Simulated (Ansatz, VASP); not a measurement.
Two plane-wave programs on SiC

File POSCAR:

```
SiC
1.0
    3.0754984732      0.0000000000      0.0000000000
   -1.5377492366      2.6634598071      0.0000000000
    0.0000000000      0.0000000000      5.0485506836
Si C
2 2
Direct
    0.3333333333      0.6666666667     -0.0469747931
    0.6666666667      0.3333333333      0.4530252069
    0.3333333333      0.6666666667      0.4219747931
    0.6666666667      0.3333333333      0.9219747931
```

File INCAR.step1:

```
ALGO = Normal
EDIFF = 1E-4
ENCUT = 520
GGA = PE
ISMEAR = 0
LASPH = True
LCHARG = False
LREAL = False
LWAVE = True
NBANDS = 16
NELM = 60
PREC = Accurate
SIGMA = 0.01
```

The input INCAR.step2:

```
ALGO = Normal
EDIFF = 1E-6
ENCUT = 520
ISIF = 2
ISMEAR = 0
ISTART = 1
LASPH = True
LCHARG = False
LMIXTAU = True
LREAL = False
LWAVE = False
METAGGA = R2SCAN
NBANDS = 16
NELM = 60
PREC = Accurate
SIGMA = 0.01
```

Contents of KPOINTS:

```
k-points
0
Gamma
  9 9 6
```

Input for Ansatz:

```yaml
crystal:
  lattice:
    - [3.0754984732, 0.0, 0.0]
    - [-1.5377492366, 2.6634598071, 0.0]
    - [0.0, 0.0, 5.0485506836]
  atoms:
    - { symbol: Si, position: [0.3333333333, 0.6666666667, -0.0469747931] }
    - { symbol: Si, position: [0.6666666667, 0.3333333333, 0.4530252069] }
    - { symbol: C, position: [0.3333333333, 0.6666666667, 0.4219747931] }
    - { symbol: C, position: [0.6666666667, 0.3333333333, 0.9219747931] }
basis:
  ecutwfc: 500
  xc_grid: 2
kpoints:
  mp_grid: { grid: [9, 9, 6] }
hamiltonian:
  xc: r2scan
  pseudopotentials: { kind: paw, azcp: { folder: soft_1 } }
scf:
  occupations: { method: fixed }
output:
  forces: true
  stress: true
  eigenvalues: true
  polarization: {}
```

Change from the starting cell: polar distortion scaled by 0.25.

Alike in both runs: task single point; functional r2SCAN; k mesh 9 × 9 × 6; no spin polarisation.

```csv
,VASP,Ansatz
version,VASP 6.6.1,Ansatz 0.2.0
potentials or method,"VASP PAW PBE potentials, release 64 (Si, C), cutoff 520 eV","scalar-relativistic, plane waves, PAW"
occupations,"gaussian, width 0.01 eV",fixed
valence electrons in the cell,16,16
```

Ansatz gave:

- gap on the k mesh at the Fermi level (eV): 1.22
- least direct gap on the mesh (eV): 3.35
- pressure (GPa): 9.7
- traceless stress, the component that is largest in VASP (GPa): -9.00
- rms of the force components (eV/Å): 0.928

Problem. Estimate VASP's values.

Solution. gap on the k mesh at the Fermi level (eV): 1.22; least direct gap on the mesh (eV): 3.35; pressure (GPa): 9.3; traceless stress, the component that is largest in VASP (GPa): -8.62; rms of the force components (eV/Å): 0.929.

VASP's potentials were made for PBE, not for r2SCAN. Atom by atom the forces differ by 0.001 eV/Å (rms over components).
